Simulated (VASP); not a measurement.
# Se (P3_221) in VASP: notebook

Runs on Se. Level: LDA. Tasks: single point.

All numbers are computed with VASP 6.6.1; they aren't measurements. Logs are shortened: lines on timing, memory, paths and dates and some standing lists are left out, and cuts for length are marked.

### Step 1. The cell of the first run

It takes space group P3_221 (No. 154, trigonal). Conventional cell: a = 4.225 Å, b = 4.225 Å, c = 4.949 Å, α = 90.00°, β = 90.00°, γ = 120.00°. Within 3.0 Å of Se (site symmetry 2) lie 2 Se at 2.29 Å.

### Step 2. Single point, LDA (equal xx and yy strain of -3 %)

Contents of INCAR:

```
PREC = Accurate
ENCUT = 520
EDIFF = 1E-7
ISMEAR = -1
SIGMA = 0.03
LREAL = F
LASPH = T
NELM = 60
ALGO = Normal
ISIF = 2
LWAVE = F
LCHARG = F
GGA = CA
NBANDS = 16
```

Contents of KPOINTS:

```
Automatic mesh
0
Gamma
  8 8 6
```

Contents of POSCAR:

```
Se
1.0
    4.2245145873      0.0000000000      0.0000000000
   -2.1122572936      3.6585369512      0.0000000000
    0.0000000000      0.0000000000      4.9494500000
Se
3
Direct
    0.2170000000      0.0000000000      0.1666666667
    0.0000000000      0.2170000000      0.8333333333
    0.7830000000      0.7830000000      0.5000000000
```

Potentials or basis: VASP PAW LDA potentials, release 64 (Se).

The run is started by

```console
cat potpaw_LDA.64/Se/POTCAR > POTCAR
mpirun -np 1 vasp_std > vasp.out
```

OUTCAR:

```text
PREC = Accurate
   ENCUT = 520
   EDIFF = 1E-7
   ISMEAR = -1
   LREAL = F
   LASPH = T
   NELM = 60
   ISIF = 2
   GGA = CA

 ion  position               nearest neighbor table
   1  0.217  0.000  0.167-   3 2.29   2 2.29
   2  0.000  0.217  0.833-   3 2.29   1 2.29
   3  0.783  0.783  0.500-   2 2.29   1 2.29

  LATTYP: Found a hexagonal cell.
 ALAT       =     4.2245145873
 C/A-ratio  =     1.1716020617

  Lattice vectors:

 A1 = (   4.2245145873,   0.0000000000,   0.0000000000)
 A2 = (  -2.1122572936,   3.6585369512,   0.0000000000)
 A3 = (   0.0000000000,   0.0000000000,   4.9494500000)

Analysis of symmetry for initial positions (statically):
=====================================================================
 Subroutine PRICEL returns:
 Original cell was already a primitive cell.

 Routine SETGRP: Setting up the symmetry group for a
 hexagonal supercell.

 Subroutine GETGRP returns: Found  6 space group operations
 (whereof  2 operations were pure point group operations)
 out of a pool of 24 trial point group operations.

The static configuration has the point symmetry C_2 .
 The point group associated with its full space group is D_3 .

Analysis of symmetry for dynamics (positions and initial velocities):
=====================================================================
 Subroutine PRICEL returns:
 Original cell was already a primitive cell.

 Routine SETGRP: Setting up the symmetry group for a
 hexagonal supercell.

 Subroutine GETGRP returns: Found  6 space group operations
 (whereof  2 operations were pure point group operations)
 out of a pool of 24 trial point group operations.

The dynamic configuration has the point symmetry C_2 .
 The point group associated with its full space group is D_3 .

 Subroutine INISYM returns: Found  6 space group operations
 (whereof  2 operations are pure point group operations),
 and found     1 'primitive' translations

----------------------------------------------------------------------------------------

                                     Primitive cell

  volume of cell :      76.4964

  direct lattice vectors                    reciprocal lattice vectors
     4.224514587  0.000000000  0.000000000     0.236713587  0.136666653  0.000000000
    -2.112257294  3.658536951  0.000000000     0.000000000  0.273333306  0.000000000
     0.000000000  0.000000000  4.949450000     0.000000000  0.000000000  0.202042651

  length of vectors
     4.224514587  4.224514587  4.949450000     0.273333306  0.273333306  0.202042651

  position of ions in fractional coordinates (direct lattice)
     0.217000000  0.000000000  0.166666667
     0.000000000  0.217000000  0.833333333
     0.783000000  0.783000000  0.500000000

  ion indices of the primitive-cell ions
   primitive index   ion index
                 1           1
                 2           2
                 3           3

----------------------------------------------------------------------------------------

 KPOINTS: Automatic mesh

Automatic generation of k-mesh.
 Grid dimensions read from file:
 generate k-points for:    8    8    6

 Generating k-lattice:

  Cartesian coordinates                     Fractional coordinates (reciprocal lattice)
     0.029589198  0.017083332  0.000000000     0.125000000  0.000000000  0.000000000
     0.000000000  0.034166663  0.000000000     0.000000000  0.125000000  0.000000000
     0.000000000  0.000000000  0.033673775     0.000000000  0.000000000  0.166666667

  Length of vectors
     0.034166663  0.034166663  0.033673775

  Shift w.r.t. Gamma in fractional coordinates (k-lattice)
     0.000000000  0.000000000  0.000000000

 Subroutine IBZKPT returns following result:
 ===========================================

 Found     50 irreducible k-points:

 Following reciprocal coordinates:
            Coordinates               Weight
  0.000000  0.000000  0.000000      1.000000
  0.125000  0.000000  0.000000      6.000000
  0.250000  0.000000  0.000000      6.000000
  0.375000  0.000000  0.000000      6.000000
  0.500000  0.000000  0.000000      3.000000
  0.125000  0.125000  0.000000      6.000000
[... 16 lines left out ...]
 -0.125000  0.500000  0.166667     12.000000
  0.250000  0.250000  0.166667     12.000000
 [... further k-points ...]
   k-points           NKPTS =     50   k-points in BZ     NKDIM =     50   number of bands    NBANDS=     16
   number of dos      NEDOS =    301   number of ions     NIONS =      3
   total plane-waves  NPLWV =  40960
   dimension x,y,z NGX =    32 NGY =   32 NGZ =   40
   dimension x,y,z NGXF=    64 NGYF=   64 NGZF=   80
   ions per type =               3
   NGX,Y,Z   is equivalent  to a cutoff of  12.59, 12.59, 13.44 a.u.
   NGXF,Y,Z  is equivalent  to a cutoff of  25.19, 25.19, 26.87 a.u.
 SYSTEM =  unknown system
   PREC   = accura    normal or accurate (medium, high low for compatibility)
   ISTART =      0    job   : 0-new  1-cont  2-samecut
   ICHARG =      2    charge: 1-file 2-atom 10-const
   ISPIN  =      1    spin polarized calculation?
   LNONCOLLINEAR =      F non collinear calculations
   LSORBIT =      F    spin-orbit coupling
   LASPH  =      T    aspherical Exc in radial PAW
   ENCUT  =  520.0 eV  38.22 Ry    6.18 a.u.   7.85  7.85  9.20*2*pi/ulx,y,z
   NELM   =     60;   NELMIN=  2; NELMDL= -5     # of ELM steps
   EDIFF  = 0.1E-06   stopping-criterion for ELM
   LREAL  =      F    real-space projection
   EDIFFG = 0.1E-05   stopping-criterion for IOM
   NSW    =      0    number of steps for IOM
   IBRION =     -1    ionic relax: 0-MD 1-quasi-New 2-CG
   NFREE  =      0    steps in history (QN), initial steepest desc. (CG)
   ISIF   =      2    stress and relaxation
   ISYM   =      2    0-nonsym 1-usesym 2-fastsym
   POTIM  = 0.5000    time-step for ionic-motion
   TEBEG  =    0.0;   TEEND  =   0.0 temperature during run
   PSTRESS=    0.0 pullay stress
   NELECT =      18.0000    total number of electrons
   NUPDOWN=      -1.0000    fix difference up-down
   EMIN   =  10.00;   EMAX   =-10.00  energy-range for DOS
   EFERMI =   0.00;   METHOD = LEGACY
   ISMEAR =    -1;   SIGMA  =   0.03  broadening in eV -4-tet -1-fermi 0-gaus
   EFERMI_NEDOS =   21; number of points for ismear=-14 and -15
   IALGO  =     38    algorithm
   IMIX   =      4    mixing-type and parameters
     AMIX     =   0.40;   BMIX     =  1.00
     AMIX_MAG =   1.60;   BMIX_MAG =  1.00
  volume/ion in A,a.u.               =      25.50       172.07
  Fermi-wavevector in a.u.,A,eV,Ry     =   1.010691  1.909930 13.898314  1.021497
  Thomas-Fermi vector in A             =   2.143696
   LORBIT       =      0    0 simple, 1 ext, 2 COOP (PROOUT), +10 PAW based schemes
   GGA     = CA    functional components
   LHFCALC =     F    Hartree Fock is set to
   AEXX    =    0.0000 exact exchange contribution
   IVDW    =     0    specifies the selected vdW correction
   LEPSILON=     F    determine dielectric tensor
   LRPA    =     F    only Hartree local field effects (RPA)
 non-spin polarized calculation
  energy-cutoff  :      520.00
  volume of cell :       76.50
 maximum number of plane-waves:      2076
 NGX is ok and might be reduce to    32
   NGX = 15   NGY = 15   NGZ = 19

 number of electron      18.0000004 magnetization

 Free energy of the ion-electron system (eV)
  ---------------------------------------------------
  ext. energy  EPLUGINS =         0.00000000
  ---------------------------------------------------
  free energy    TOTEN  =       -12.19029784 eV

  energy without entropy =      -12.19029782  energy(sigma->0) =      -12.19029783

 E-fermi :   3.8164     XC(G=0):  -9.4442

 val. band max:        3.3699252074   @ k =   0.3750   0.2500   0.5000
 cond. band min:       4.2501434557   @ k =   0.3750   0.2500   0.5000
 fundamental gap:      0.8802182483
 Fermi energy:         3.8163996656

 k-point     1 :       0.0000    0.0000    0.0000
  band No.  band energies     occupation
      1     -13.2287      2.00000
      2      -8.6990      2.00000
      3      -8.6990      2.00000
      4      -0.6971      2.00000
      5      -0.6971      2.00000
      6      -0.5982      2.00000
[... 8 lines left out ...]
     15       9.4233      0.00000
     16      11.6411      0.00000

 k-point     2 :       0.1250    0.0000    0.0000
  band No.  band energies     occupation
      1     -13.1632      2.00000
      2      -8.7452      2.00000
      3      -8.6822      2.00000
      4      -1.3613      2.00000
      5      -0.9408      2.00000
      6      -0.3541      2.00000
[... 8 lines left out ...]
     15      10.1642      0.00000
     16      11.5207      0.00000

 k-point     3 :       0.2500    0.0000    0.0000
  band No.  band energies     occupation
      1     -12.9924      2.00000
      2      -8.8834      2.00000
      3      -8.6409      2.00000
      4      -2.0224      2.00000
      5      -1.3373      2.00000
      6      -0.4042      2.00000
[... 8 lines left out ...]
     15      11.1848      0.00000
     16      11.9547      0.00000

 k-point     4 :       0.3750    0.0000    0.0000
  band No.  band energies     occupation
      1     -12.7992      2.00000
      2      -9.0649      2.00000
      3      -8.5983      2.00000
      4      -2.3721      2.00000
      5      -1.6354      2.00000
      6      -0.4267      2.00000
[... 8 lines left out ...]
     15      12.2253      0.00000
     16      13.0172      0.00000
[... 324 lines left out ...]
 k-point    22 :       0.3750    0.1250    0.1667
  band No.  band energies     occupation
      1     -12.5819      2.00000
      2      -9.8572      2.00000
      3      -7.9671      2.00000
      4      -2.3805      2.00000
      5      -2.1700      2.00000
      6      -0.4180      2.00000
[... 8 lines left out ...]
     15      12.2455      0.00000
     16      13.3028      0.00000

 k-point    23 :      -0.1250    0.5000    0.1667
  band No.  band energies     occupation
      1     -12.5831      2.00000
      2      -9.8433      2.00000
      3      -7.9952      2.00000
      4      -2.3542      2.00000
      5      -2.0917      2.00000
      6      -0.3199      2.00000
[... 8 lines left out ...]
     15      11.9699      0.00000
     16      12.8703      0.00000

 k-point    24 :       0.2500    0.2500    0.1667
  band No.  band energies     occupation
      1     -12.5845      2.00000
      2      -9.8406      2.00000
      3      -7.9886      2.00000
      4      -2.4077      2.00000
      5      -2.0922      2.00000
      6      -0.2610      2.00000
[... 8 lines left out ...]
     15      12.0674      0.00000
     16      13.0159      0.00000

 [... further k-points ...]
[... 5 lines left out ...]
  --------------------------------------------------------------------------------------
  -------------------------------------------------------------------------------------
  Total        1.7794765      1.7794765      3.6962497      0.0000000      0.0000000      0.0000000
  in kB       37.2701920     37.2701920     77.4159930      0.0000000      0.0000000      0.0000000
  external PRESSURE =      50.6521257 kB  Pullay stress =       0.0000000 kB

 VOLUME and BASIS-vectors are now :
 -----------------------------------------------------------------------------
  energy-cutoff  :      520.00
  volume of cell :       76.50
      direct lattice vectors                 reciprocal lattice vectors
     4.224514587  0.000000000  0.000000000     0.236713587  0.136666653  0.000000000
    -2.112257294  3.658536951  0.000000000     0.000000000  0.273333306  0.000000000
     0.000000000  0.000000000  4.949450000     0.000000000  0.000000000  0.202042651

 POSITION                                       TOTAL-FORCE (eV/Angst)
 -----------------------------------------------------------------------------------
      0.91672      0.00000      0.82491         1.654657     -0.000000     -0.000000
     -0.45836      0.79390      4.12454        -0.827328      1.432975      0.000000
      1.65390      2.86463      2.47472        -0.827328     -1.432975      0.000000
 -----------------------------------------------------------------------------------
    total drift:                                0.000000      0.000000      0.000000

  FREE ENERGIE OF THE ION-ELECTRON SYSTEM (eV)
  ---------------------------------------------------
  free  energy   TOTEN  =       -12.1902978357 eV

  energy  without entropy=      -12.1902978202  energy(sigma->0) =      -12.19029783
```

It took 30 s on 1 thread of Intel Xeon Platinum 8375C at 2.90GHz (Ice Lake), shared host; peak memory 0.19 GiB.

Results:

```yaml
Free_energy: -12.1903 eV
Pressure: 5.1 GPa
Largest_force: 1.655 eV/Å
Band_gap_on_the_k_mesh: 0.88 eV, direct
```

Forces on the atoms (eV/Å):
```
Se   1.655  0.000  0.000
Se  -0.827  1.433  0.000
Se  -0.827 -1.433  0.000
```

Levels at points of the mesh, in eV from the valence-band top:
```
           k point  band 5  band 6  band 7  band 8  band 9  band 10  band 11  band 12  band 13  band 14
(0.00, 0.00, 0.00)   -4.07   -3.97   -2.32   -2.32   -0.42     1.98     1.98     2.49     5.89     6.05
(0.50, 0.00, 0.00)   -5.12   -3.67   -3.26   -2.09   -1.16     1.96     2.59     4.58     5.01     7.58
(0.00, 0.00, 0.50)   -3.56   -3.56   -1.67   -1.67   -1.41     1.10     1.36     1.36     5.74     7.22
(0.50, 0.00, 0.50)   -4.85   -4.57   -2.08   -1.69    0.00     1.34     2.87     3.16     6.00     7.71
```

Caveat: the cell differs from its parent crystal (equal xx and yy strain of -3 %); forces of over 1 eV/Å act on the atoms, so gaps and moduli don't describe the material at rest. A k mesh can miss the band edges.

(Part 1 of 2 ends here.)
